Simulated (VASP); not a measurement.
# CoSi (P2_13) in VASP: notebook

Runs on CoSi. Level: PBE. Tasks: single point, relaxation of cell and atoms.

Everything below comes from runs of VASP 6.6.1. Logs are shortened: lines on timing, memory, paths and dates and some standing lists are left out, and cuts for length are marked.

## (1) The cell of the first run

Symmetry: P2_13, No. 198, cubic system. Conventional cell: a = 4.431 Å, b = 4.431 Å, c = 4.431 Å, α = 90.00°, β = 90.00°, γ = 90.00°. Co (site symmetry 3) has 7 Si at 2.32 to 2.43 Å and 6 Co at 2.72 Å within 3.1 Å. Si (site symmetry 3) has 7 Co at 2.32 to 2.43 Å and 6 Si at 2.74 Å within 3.1 Å.

## (2) Single point, PBE

File INCAR:

```
SYSTEM = CoSi
PREC     = Accurate       ! precision mode
ENCUT    = 520            ! plane-wave cutoff, eV
EDIFF    = 1E-6           ! SCF threshold, eV
ISMEAR   = 0              ! smearing method
SIGMA    = 0.1            ! smearing width, eV
LREAL    = .FALSE.        ! projectors in reciprocal space
LASPH    = .TRUE.         ! aspherical terms in the spheres
NELM     = 100            ! most SCF steps
ALGO     = Normal         ! electronic algorithm
ISIF     = 2              ! what is computed and relaxed
LWAVE    = .FALSE.        ! write WAVECAR
LCHARG   = .FALSE.        ! write CHGCAR
GGA      = PE             ! functional
NBANDS   = 36             ! bands
```

File KPOINTS:

```
Automatic mesh
0
G
  8 8 8
  0 0 0
```

File POSCAR:

```
CoSi
1.0
    4.4308434986      0.0000000000      0.0000000000
    0.0000000000      4.4308434986      0.0000000000
    0.0000000000      0.0000000000      4.4308434986
Co Si
4 4
Direct
    0.1450204868      0.1450204868      0.1450204868
    0.3549795132      0.8549795132      0.6450204868
    0.6450204868      0.3549795132      0.8549795132
    0.8549795132      0.6450204868      0.3549795132
    0.8431592500      0.8431592500      0.8431592500
    0.6568407500      0.1568407500      0.3431592500
    0.3431592500      0.6568407500      0.1568407500
    0.1568407500      0.3431592500      0.6568407500
```

Potentials or basis: VASP PAW PBE potentials, release 64 (Co, Si).

Run with:

```bash
> cat potpaw_PBE.64/Co/POTCAR potpaw_PBE.64/Si/POTCAR > POTCAR
> mpirun -np 1 vasp_std > vasp.out
```

OUTCAR:

```text
SYSTEM = CoSi
   PREC = Accurate
   ENCUT = 520
   EDIFF = 1E-6
   ISMEAR = 0
   LREAL = .FALSE.
   LASPH = .TRUE.
   NELM = 100
   ISIF = 2
   GGA = PE

 ion  position               nearest neighbor table
   1  0.145  0.145  0.145-   5 2.32   6 2.34   7 2.34   8 2.34   7 2.43   8 2.43   6 2.43   3 2.72
                             4 2.72   2 2.72   2 2.72   4 2.72   3 2.72
   2  0.355  0.855  0.645-   6 2.32   5 2.34   7 2.34   8 2.34   7 2.43   8 2.43   5 2.43   1 2.72
                             1 2.72   3 2.72   3 2.72   4 2.72   4 2.72
   3  0.645  0.355  0.855-   7 2.32   6 2.34   5 2.34   8 2.34   8 2.43   6 2.43   5 2.43   1 2.72
                             4 2.72   2 2.72   2 2.72   4 2.72   1 2.72
   4  0.855  0.645  0.355-   8 2.32   6 2.34   7 2.34   5 2.34   6 2.43   5 2.43   7 2.43   1 2.72
                             3 2.72   2 2.72   1 2.72   2 2.72   3 2.72
   5  0.843  0.843  0.843-   1 2.32   2 2.34   3 2.34   4 2.34   3 2.43   4 2.43   2 2.43   6 2.74
                             7 2.74   8 2.74   6 2.74   8 2.74   7 2.74
   6  0.657  0.157  0.343-   2 2.32   1 2.34   3 2.34   4 2.34   3 2.43   4 2.43   1 2.43   8 2.74
                             5 2.74   5 2.74   7 2.74   7 2.74   8 2.74
   7  0.343  0.657  0.157-   3 2.32   2 2.34   1 2.34   4 2.34   4 2.43   2 2.43   1 2.43   8 2.74
                             5 2.74   8 2.74   6 2.74   6 2.74   5 2.74
   8  0.157  0.343  0.657-   4 2.32   2 2.34   3 2.34   1 2.34   2 2.43   1 2.43   3 2.43   7 2.74
                             5 2.74   7 2.74   5 2.74   6 2.74   6 2.74

  LATTYP: Found a simple cubic cell.
 ALAT       =     4.4308434986

  Lattice vectors:

 A1 = (   4.4308434986,   0.0000000000,   0.0000000000)
 A2 = (   0.0000000000,   4.4308434986,   0.0000000000)
 A3 = (   0.0000000000,   0.0000000000,   4.4308434986)

Analysis of symmetry for initial positions (statically):
=====================================================================
 Subroutine PRICEL returns:
 Original cell was already a primitive cell.

 Routine SETGRP: Setting up the symmetry group for a
 simple cubic supercell.

 Subroutine GETGRP returns: Found 12 space group operations
 (whereof  3 operations were pure point group operations)
 out of a pool of 48 trial point group operations.

The static configuration has the point symmetry C_3 .
 The point group associated with its full space group is T   .

Analysis of symmetry for dynamics (positions and initial velocities):
=====================================================================
 Subroutine PRICEL returns:
 Original cell was already a primitive cell.

 Routine SETGRP: Setting up the symmetry group for a
 simple cubic supercell.

 Subroutine GETGRP returns: Found 12 space group operations
 (whereof  3 operations were pure point group operations)
 out of a pool of 48 trial point group operations.

The dynamic configuration has the point symmetry C_3 .
 The point group associated with its full space group is T   .

 Subroutine INISYM returns: Found 12 space group operations
 (whereof  3 operations are pure point group operations),
 and found     1 'primitive' translations

----------------------------------------------------------------------------------------

                                     Primitive cell

  volume of cell :      86.9880

  direct lattice vectors                    reciprocal lattice vectors
     4.430843499  0.000000000  0.000000000     0.225690661  0.000000000  0.000000000
     0.000000000  4.430843499  0.000000000     0.000000000  0.225690661  0.000000000
     0.000000000  0.000000000  4.430843499     0.000000000  0.000000000  0.225690661

  length of vectors
     4.430843499  4.430843499  4.430843499     0.225690661  0.225690661  0.225690661

  position of ions in fractional coordinates (direct lattice)
     0.145020487  0.145020487  0.145020487
     0.354979513  0.854979513  0.645020487
     0.645020487  0.354979513  0.854979513
     0.854979513  0.645020487  0.354979513
     0.843159250  0.843159250  0.843159250
     0.656840750  0.156840750  0.343159250
     0.343159250  0.656840750  0.156840750
     0.156840750  0.343159250  0.656840750

  ion indices of the primitive-cell ions
   primitive index   ion index
                 1           1
                 2           2
                 3           3
                 4           4
                 5           5
                 6           6
                 7           7
                 8           8

----------------------------------------------------------------------------------------

 KPOINTS: Automatic mesh

Automatic generation of k-mesh.
 Grid dimensions read from file:
 generate k-points for:    8    8    8

 Generating k-lattice:

  Cartesian coordinates                     Fractional coordinates (reciprocal lattice)
     0.028211333  0.000000000  0.000000000     0.125000000  0.000000000  0.000000000
     0.000000000  0.028211333  0.000000000     0.000000000  0.125000000  0.000000000
     0.000000000  0.000000000  0.028211333     0.000000000  0.000000000  0.125000000

  Length of vectors
     0.028211333  0.028211333  0.028211333

  Shift w.r.t. Gamma in fractional coordinates (k-lattice)
     0.000000000  0.000000000  0.000000000

 Subroutine IBZKPT returns following result:
 ===========================================

 Found     45 irreducible k-points:

 Following reciprocal coordinates:
            Coordinates               Weight
  0.000000  0.000000  0.000000      1.000000
  0.125000  0.000000  0.000000      6.000000
  0.250000  0.000000  0.000000      6.000000
  0.375000  0.000000  0.000000      6.000000
  0.500000  0.000000  0.000000      3.000000
  0.125000  0.125000  0.000000     12.000000
[... 16 lines left out ...]
  0.250000  0.125000  0.125000     24.000000
  0.375000  0.125000  0.125000     24.000000
 [... further k-points ...]
   k-points           NKPTS =     45   k-points in BZ     NKDIM =     45   number of bands    NBANDS=     36
   number of dos      NEDOS =    301   number of ions     NIONS =      8
   total plane-waves  NPLWV =  46656
   dimension x,y,z NGX =    36 NGY =   36 NGZ =   36
   dimension x,y,z NGXF=    72 NGYF=   72 NGZF=   72
   ions per type =               4   4
   NGX,Y,Z   is equivalent  to a cutoff of  13.51, 13.51, 13.51 a.u.
   NGXF,Y,Z  is equivalent  to a cutoff of  27.01, 27.01, 27.01 a.u.
 SYSTEM =  CoSi
   PREC   = accura    normal or accurate (medium, high low for compatibility)
   ISTART =      0    job   : 0-new  1-cont  2-samecut
   ICHARG =      2    charge: 1-file 2-atom 10-const
   ISPIN  =      1    spin polarized calculation?
   LNONCOLLINEAR =      F non collinear calculations
   LSORBIT =      F    spin-orbit coupling
   LASPH  =      T    aspherical Exc in radial PAW
   ENCUT  =  520.0 eV  38.22 Ry    6.18 a.u.   8.24  8.24  8.24*2*pi/ulx,y,z
   NELM   =    100;   NELMIN=  2; NELMDL= -5     # of ELM steps
   EDIFF  = 0.1E-05   stopping-criterion for ELM
   LREAL  =      F    real-space projection
   EDIFFG = 0.1E-04   stopping-criterion for IOM
   NSW    =      0    number of steps for IOM
   IBRION =     -1    ionic relax: 0-MD 1-quasi-New 2-CG
   NFREE  =      0    steps in history (QN), initial steepest desc. (CG)
   ISIF   =      2    stress and relaxation
   ISYM   =      2    0-nonsym 1-usesym 2-fastsym
   POTIM  = 0.5000    time-step for ionic-motion
   TEBEG  =    0.0;   TEEND  =   0.0 temperature during run
   PSTRESS=    0.0 pullay stress
   NELECT =      52.0000    total number of electrons
   NUPDOWN=      -1.0000    fix difference up-down
   EMIN   =  10.00;   EMAX   =-10.00  energy-range for DOS
   EFERMI =   0.00;   METHOD = LEGACY
   ISMEAR =     0;   SIGMA  =   0.10  broadening in eV -4-tet -1-fermi 0-gaus
   EFERMI_NEDOS =   21; number of points for ismear=-14 and -15
   IALGO  =     38    algorithm
   IMIX   =      4    mixing-type and parameters
     AMIX     =   0.40;   BMIX     =  1.00
     AMIX_MAG =   1.60;   BMIX_MAG =  1.00
  volume/ion in A,a.u.               =      10.87        73.38
  Fermi-wavevector in a.u.,A,eV,Ry     =   1.379080  2.606084 25.876408  1.901862
  Thomas-Fermi vector in A             =   2.504083
   LORBIT       =      0    0 simple, 1 ext, 2 COOP (PROOUT), +10 PAW based schemes
   GGA     = PE    functional components
   LHFCALC =     F    Hartree Fock is set to
   AEXX    =    0.0000 exact exchange contribution
   IVDW    =     0    specifies the selected vdW correction
   LEPSILON=     F    determine dielectric tensor
   LRPA    =     F    only Hartree local field effects (RPA)
 non-spin polarized calculation
 Gauss-broadening in eV      SIGMA  =   0.10
  energy-cutoff  :      520.00
  volume of cell :       86.99
 maximum number of plane-waves:      2360
 NGX is ok and might be reduce to    36
   NGX = 17   NGY = 17   NGZ = 17

 number of electron      52.0000004 magnetization

 Free energy of the ion-electron system (eV)
  ---------------------------------------------------
  ext. energy  EPLUGINS =         0.00000000
  ---------------------------------------------------
  free energy    TOTEN  =       -54.75144916 eV

  energy without entropy =      -54.74458180  energy(sigma->0) =      -54.74801548

 E-fermi :  12.1214     XC(G=0): -12.8669

 val. band max:       12.1021021278   @ k =   0.5000   0.5000   0.3750
 cond. band min:      12.2406366090   @ k =   0.3750   0.3750   0.3750
 fundamental gap:      0.1385344812
 Fermi energy:        12.1214397041

 k-point     1 :       0.0000    0.0000    0.0000
  band No.  band energies     occupation
      1      -1.5641      2.00000
      2       3.9299      2.00000
      3       3.9299      2.00000
      4       3.9299      2.00000
      5       6.6304      2.00000
      6       6.6304      2.00000
[... 28 lines left out ...]
     35      15.6771      0.00000
     36      16.9701      0.00000

 k-point     2 :       0.1250    0.0000    0.0000
  band No.  band energies     occupation
      1      -1.4478      2.00000
      2       3.1365      2.00000
      3       4.0043      2.00000
      4       4.5006      2.00000
      5       6.1965      2.00000
      6       6.7001      2.00000
[... 28 lines left out ...]
     35      16.0943      0.00000
     36      17.4054      0.00000
[... 817 lines left out ...]
     35      16.6371      0.00000
     36      17.2004      0.00000

 k-point    24 :       0.3750    0.1250    0.1250
  band No.  band energies     occupation
      1      -0.3173      2.00000
      2       1.3259      2.00000
      3       3.9586      2.00000
      4       4.8999      2.00000
      5       5.7634      2.00000
      6       6.4995      2.00000
[... 28 lines left out ...]
     35      16.9445      0.00000
     36      17.7542      0.00000

 [... further k-points ...]
[... 5 lines left out ...]
  --------------------------------------------------------------------------------------
  -------------------------------------------------------------------------------------
  Total       -0.0619543     -0.0619543     -0.0619543      0.0000000     -0.0000000      0.0000000
  in kB       -1.1410969     -1.1410969     -1.1410969      0.0000000     -0.0000000      0.0000000
  external PRESSURE =      -1.1410969 kB  Pullay stress =       0.0000000 kB

 VOLUME and BASIS-vectors are now :
 -----------------------------------------------------------------------------
  energy-cutoff  :      520.00
  volume of cell :       86.99
      direct lattice vectors                 reciprocal lattice vectors
     4.430843499  0.000000000  0.000000000     0.225690661  0.000000000  0.000000000
     0.000000000  4.430843499  0.000000000     0.000000000  0.225690661  0.000000000
     0.000000000  0.000000000  4.430843499     0.000000000  0.000000000  0.225690661

 POSITION                                       TOTAL-FORCE (eV/Angst)
 -----------------------------------------------------------------------------------
      0.64256      0.64256      0.64256         0.000996      0.000996      0.000996
      1.57286      3.78828      2.85798        -0.000996     -0.000996      0.000996
      2.85798      1.57286      3.78828         0.000996     -0.000996     -0.000996
      3.78828      2.85798      1.57286        -0.000996      0.000996     -0.000996
      3.73591      3.73591      3.73591         0.002074      0.002074      0.002074
      2.91036      0.69494      1.52048        -0.002074     -0.002074      0.002074
      1.52048      2.91036      0.69494         0.002074     -0.002074     -0.002074
      0.69494      1.52048      2.91036        -0.002074      0.002074     -0.002074
 -----------------------------------------------------------------------------------
    total drift:                               -0.000000      0.000000      0.000000

  FREE ENERGIE OF THE ION-ELECTRON SYSTEM (eV)
  ---------------------------------------------------
  free  energy   TOTEN  =       -54.7514491609 eV

  energy  without entropy=      -54.7445817955  energy(sigma->0) =      -54.74801548
```

Wall time 2.8 min (1 thread of AMD EPYC 9R14 (Zen 4), shared host); peak memory 0.24 GiB.

Results:

```yaml
Free_energy: -54.7514 eV
Pressure: -0.1 GPa
Largest_force: 0.004 eV/Å
Band_gap_on_the_k_mesh: zero (band 26 reaches 12.10 eV, above the bottom of band 27 at 11.89 eV)
```

Forces on the atoms (eV/Å):
```
Co   0.001  0.001  0.001
Co  -0.001 -0.001  0.001
Co   0.001 -0.001 -0.001
Co  -0.001  0.001 -0.001
Si   0.002  0.002  0.002
Si  -0.002 -0.002  0.002
Si   0.002 -0.002 -0.002
Si  -0.002  0.002 -0.002
```

Spin polarisation is off, so any magnetic state and its effect on volume and gap are missing.

## (3) Relaxation of cell and atoms, PBE

This run uses another cell than the first one, of 10.93 Å³/atom, 1.005 times its volume.

File INCAR:

```
SYSTEM = CoSi
PREC = Accurate ; ENCUT = 600
EDIFF = 1E-6 ; ISMEAR = 0
SIGMA = 0.1 ; LREAL = .FALSE.
LASPH = .TRUE. ; NELM = 60
ALGO = Normal ; ISIF = 3
LWAVE = .FALSE. ; LCHARG = .FALSE.
GGA = PE ; IBRION = 2
NSW = 100 ; EDIFFG = -0.01
```

KPOINTS is that of step 2.

File POSCAR:

```
CoSi
1.0
    4.4380000000      0.0000000000      0.0000000000
    0.0000000000      4.4380000000      0.0000000000
    0.0000000000      0.0000000000      4.4380000000
Co Si
4 4
Direct
    0.1400000000      0.1400000000      0.1400000000
    0.3600000000      0.8600000000      0.6400000000
    0.6400000000      0.3600000000      0.8600000000
    0.8600000000      0.6400000000      0.3600000000
    0.8430000000      0.8430000000      0.8430000000
    0.6570000000      0.1570000000      0.3430000000
    0.3430000000      0.6570000000      0.1570000000
    0.1570000000      0.3430000000      0.6570000000
```

Potentials or basis: VASP PAW PBE potentials, release 64 (Co, Si).

Run with:

```bash
> cat potpaw_PBE.64/Co/POTCAR potpaw_PBE.64/Si/POTCAR > POTCAR
> mpirun -np 1 vasp_std > vasp.out
```

It took 9.2 min on 1 thread of AMD EPYC 9R14 (Zen 4), shared host; peak memory 0.25 GiB.

Results (log left out):

```yaml
Free_energy: -54.7510 eV
Relaxed_volume: 10.86 Å³/atom
Relaxed_cell: a = 4.429 Å, b = 4.429 Å, c = 4.429 Å, α = 90.00°, β = 90.00°, γ = 90.00°
Space_group_after_relaxing_to_0.05_Å: P2_13 (No. 198)
Energy_gained_by_relaxing: 2.8 meV/atom
Ionic_steps: 7
Pressure_after_relaxing: 0.0 GPa
Band_gap_on_the_k_mesh: zero (band 26 reaches 12.11 eV, above the bottom of band 27 at 11.90 eV)
```

Forces on the atoms (eV/Å):
```
Co  -0.001 -0.001 -0.001
Co   0.001  0.001 -0.001
Co  -0.001  0.001  0.001
Co   0.001 -0.001  0.001
Si   0.002  0.002  0.002
Si  -0.002 -0.002  0.002
Si   0.002 -0.002 -0.002
Si  -0.002  0.002 -0.002
```

Step by step:
| step | energy change (eV) | largest force (eV/Å) | pressure (GPa) | volume (Å³) |
| --- | --- | --- | --- | --- |
| 1 | 0.0000 | 0.2713 | -0.42 | 87.41 |
| 2 | -0.0123 | 0.1874 | 0.18 | 87.05 |
| 3 | -0.0190 | 0.0841 | 1.22 | 86.51 |
| 4 | -0.0178 | 0.0776 | -1.57 | 87.51 |
| 5 | -0.0217 | 0.0591 | -0.06 | 86.95 |
| 6 | -0.0222 | 0.0154 | 0.02 | 86.91 |
| 7 | -0.0222 | 0.0028 | 0.01 | 86.90 |

Final structure:
```yaml
crystal:
  lattice:
    - [4.42939, 0.00000, 0.00000]
    - [0.00000, 4.42939, 0.00000]
    - [0.00000, 0.00000, 4.42939]
  atoms:
    - { symbol: Co, position: [0.14512, 0.14512, 0.14512] }
    - { symbol: Co, position: [0.35488, 0.85488, 0.64512] }
    - { symbol: Co, position: [0.64512, 0.35488, 0.85488] }
    - { symbol: Co, position: [0.85488, 0.64512, 0.35488] }
    - { symbol: Si, position: [0.84319, 0.84319, 0.84319] }
    - { symbol: Si, position: [0.65681, 0.15681, 0.34319] }
    - { symbol: Si, position: [0.34319, 0.65681, 0.15681] }
    - { symbol: Si, position: [0.15681, 0.34319, 0.65681] }
```

Levels at points of the mesh, in eV from the Fermi level:
```csv
k point,band 24,band 25,band 26,band 27,band 28,band 29
"(0.00, 0.00, 0.00)",-0.79,-0.02,-0.02,-0.02,2.48,2.48
"(0.50, 0.00, 0.00)",-0.66,-0.50,-0.50,0.99,0.99,1.48
"(0.50, 0.50, 0.00)",-1.01,-0.05,-0.05,0.57,0.57,1.99
"(0.50, 0.50, 0.50)",-1.23,-0.23,-0.23,-0.23,-0.23,5.40
```
